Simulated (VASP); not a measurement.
Runs of VASP 6.6.1 on Al3Sb2P. The structure is that of space group P6/mmm (No. 191), or close to it. The cells are those of the table. 

```csv
task,cell,k mesh,cutoff (eV),gap on the mesh (eV),pressure (GPa),relaxed volume (Å³/atom)
single point,"a = 6.808, b = 6.808, c = 3.887 Å, angles 90.0, 90.0, 120.0°, 6 atoms",3 × 3 × 6,520,none,0.2,-
relaxation of cell and atoms,"relaxed from a = 6.808, b = 6.808, c = 3.887 Å, angles 90.0, 90.0, 120.0°, 6 atoms",6 × 6 × 10,600,none,0.0,26.17
single point,"a = 6.376, b = 6.376, c = 3.337 Å, angles 90.0, 90.0, 120.0°, 6 atoms",3 × 3 × 6,520,none,30.3,-
relaxation of cell and atoms,"relaxed from a = 6.376, b = 6.376, c = 3.337 Å, angles 90.0, 90.0, 120.0°, 6 atoms",3 × 3 × 6,600,none,0.0,(a)
single point,"a = 6.857, b = 6.857, c = 3.845 Å, angles 90.0, 90.0, 120.0°, 6 atoms",6 × 6 × 10,520,none,0.2,-
```

Alike in all rows: level PBE; potentials or basis VASP PAW PBE potentials, release 64 (Al, Sb, P); no spin polarisation; smearing gaussian 0.1 eV.

Task: Fill in the values left out.

Result: (a) 26.12.

Caveats: some runs use coarse meshes; spin-orbit coupling is left out, which moves the levels of the heavy elements; the volume moved by over 15 % at a fixed basis, so the end points are rough (some runs).

A k mesh can miss the band edges, and the runs leave out spin-orbit coupling on Sb.

A gap of «none» marks levels without a gap at the run's occupations.
